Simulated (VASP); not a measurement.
Wanted: the native input for a VASP 6.6.1 run.

```
Task                   : single point
Functional             : LDA
Potentials or basis    : VASP PAW LDA potentials, release 64 (C)
Cutoff                 : 520 eV
k mesh                 : 20 × 20 × 20
Occupations            : fermi-dirac, width 0.08 eV
Spin                   : no spin polarisation
Dipole correction      : no
Further INCAR settings : ALGO = Normal; EDIFF = 1e-07; NBANDS = 11
```

The structure of C lies in POSCAR:

```
C
1.0
    0.0000000000      1.7834000000      1.7298980000
    1.7834000000      0.0000000000      1.7298980000
    1.7834000000      1.7834000000      0.0000000000
C
2
Direct
    0.5000000000      0.5000000000      0.5000000000
    0.7500000000      0.7500000000      0.7500000000
```

This cell differs from its parent crystal: zz strain of -3 %.

The input as run:

INCAR

```
PREC = Accurate ; ENCUT = 520
EDIFF = 1E-7 ; ISMEAR = -1
SIGMA = 0.08 ; LREAL = F
LASPH = T ; NELM = 80
ALGO = Normal ; ISIF = 2
LWAVE = F ; LCHARG = F
GGA = CA ; NBANDS = 11
```

KPOINTS

```
regular mesh
0
Gamma
  20 20 20
```

Potentials or basis: VASP PAW LDA potentials, release 64 (C).

Run with:

```console
$ cat potpaw_LDA.64/C/POTCAR > POTCAR
$ mpirun -np 1 vasp_std > vasp.out
```

It gave:

```yaml
Pressure: 2.0 GPa
Band_gap_on_the_k_mesh: 3.39 eV (least direct gap 5.09 eV)
```

Caveat: the cell differs from its parent crystal (zz strain of -3 %).

Run time: 21 s on 1 thread of Intel(R) Xeon(R) 6975P-C (Granite Rapids), on a shared host, peak memory 0.16 GiB.
